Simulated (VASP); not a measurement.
Here is a VASP 6.6.1 calculation.

The input INCAR:

```
PREC     = Accurate       # precision mode
ENCUT    = 520            # plane-wave cutoff, eV
EDIFF    = 1E-6           # SCF threshold, eV
ISMEAR   = -1             # smearing method
SIGMA    = 0.01           # smearing width, eV
LREAL    = Auto         
LASPH    = True           # aspherical terms in the spheres
NELM     = 80             # most SCF steps
ALGO     = Normal         # electronic algorithm
ISIF     = 2              # what is computed and relaxed
LWAVE    = False          # write WAVECAR
LCHARG   = False          # write CHGCAR
GGA      = PE             # functional
NBANDS   = 92             # bands
```

The input KPOINTS:

```
regular mesh
0
Gamma
  3 3 3
```

POSCAR

```
Ba3MgTi4O12
1.0
   -4.0060000000      4.0060000000      4.0060000000
    4.0060000000     -4.0060000000      4.0060000000
    4.0060000000      4.0060000000     -4.0060000000
Mg Ba Ti O
1 3 4 12
Direct
    0.5000000000      0.5000000000      0.5000000000
    0.0000000000      0.0000000000      0.5000000000
    0.0000000000      0.5000000000      0.0000000000
    0.5000000000      0.0000000000      0.0000000000
    0.0000000000      0.0000000000      0.0000000000
    0.5000000000      0.5000000000      0.0000000000
    0.5000000000      0.0000000000      0.5000000000
    0.0000000000      0.5000000000      0.5000000000
    0.0061780121      0.2530890061      0.2530890061
    0.5000000000      0.7469109939      0.2530890061
    0.5000000000      0.2530890061      0.7469109939
   -0.0061780121      0.7469109939      0.7469109939
    0.2530890061      0.0061780121      0.2530890061
    0.7469109939      0.5000000000      0.2530890061
    0.7469109939     -0.0061780121      0.7469109939
    0.2530890061      0.5000000000      0.7469109939
    0.2530890061      0.2530890061      0.0061780121
    0.7469109939      0.7469109939     -0.0061780121
    0.7469109939      0.2530890061      0.5000000000
    0.2530890061      0.7469109939      0.5000000000
```

Potentials or basis: VASP PAW PBE potentials, release 64 (Mg, Ba_sv, Ti_sv, O).

Command:

```bash
$ cat potpaw_PBE.64/Mg/POTCAR potpaw_PBE.64/Ba_sv/POTCAR potpaw_PBE.64/Ti_sv/POTCAR potpaw_PBE.64/O/POTCAR > POTCAR
$ mpirun -np 1 vasp_std > vasp.out
```

Problem. Estimate the pressure.

Solution. -2.3 GPa.

Problem. Predict the largest force.

Solution. 0.035 eV/Å.

Problem. Estimate the band gap on the k mesh.

Solution. 1.75 eV.

Forces in eV/Å, atoms in the order of the input:
```
Mg   0.000  0.000  0.000
Ba   0.000  0.000  0.000
Ba   0.000  0.000  0.000
Ba   0.000  0.000  0.000
Ti   0.000  0.000  0.000
Ti   0.000  0.000  0.000
Ti   0.000  0.000  0.000
Ti   0.000  0.000  0.000
O    0.000  0.025  0.025
O    0.000  0.025 -0.025
O    0.000 -0.025  0.025
O    0.000 -0.025 -0.025
O    0.025  0.000  0.025
O    0.025  0.000 -0.025
O   -0.025  0.000 -0.025
O   -0.025  0.000  0.025
O    0.025  0.025  0.000
O   -0.025 -0.025  0.000
O    0.025 -0.025  0.000
O   -0.025  0.025  0.000
```

Caveat: spin-orbit coupling is left out, which moves the levels of the heavy elements.
